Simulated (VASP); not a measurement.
A run of VASP 6.6.1:

INCAR

```
PREC = Accurate
ENCUT = 520
EDIFF = 1E-7
ISMEAR = -1
SIGMA = 0.02
LREAL = False
LASPH = True
NELM = 80
ALGO = Normal
ISIF = 2
LWAVE = False
LCHARG = True
GGA = PE
LELF = True
LVHAR = True
NBANDS = 26
```

KPOINTS

```
Automatic mesh
0
Gamma
  11 11 6
```

The input POSCAR:

```
GaN
1.0
    3.1800000000      0.0000000000      0.0000000000
   -1.5900000000      2.7539607840      0.0000000000
    0.0000000000      0.0000000000      5.0626800000
Ga N
2 2
Direct
    0.3333333333      0.6666666667      0.0020430801
    0.6666666667      0.3333333333      0.5020430801
    0.3333333333      0.6666666667      0.3829569199
    0.6666666667      0.3333333333      0.8829569199
```

Potentials or basis: VASP PAW PBE potentials, release 64 (Ga_d, N).

Launch:

```console
$ cat potpaw_PBE.64/Ga_d/POTCAR potpaw_PBE.64/N/POTCAR > POTCAR
$ mpirun -np 1 vasp_std > vasp.out
```

Hardware: 1 thread of Intel(R) Xeon(R) 6975P-C (Granite Rapids), with other jobs on the host.

Problem. How long does it take, and how much memory?

Solution. Wall time 49 s on 1 thread of Intel(R) Xeon(R) 6975P-C (Granite Rapids), on a shared host, peak memory 0.19 GiB. Counts: scf iterations 14, k points 64.
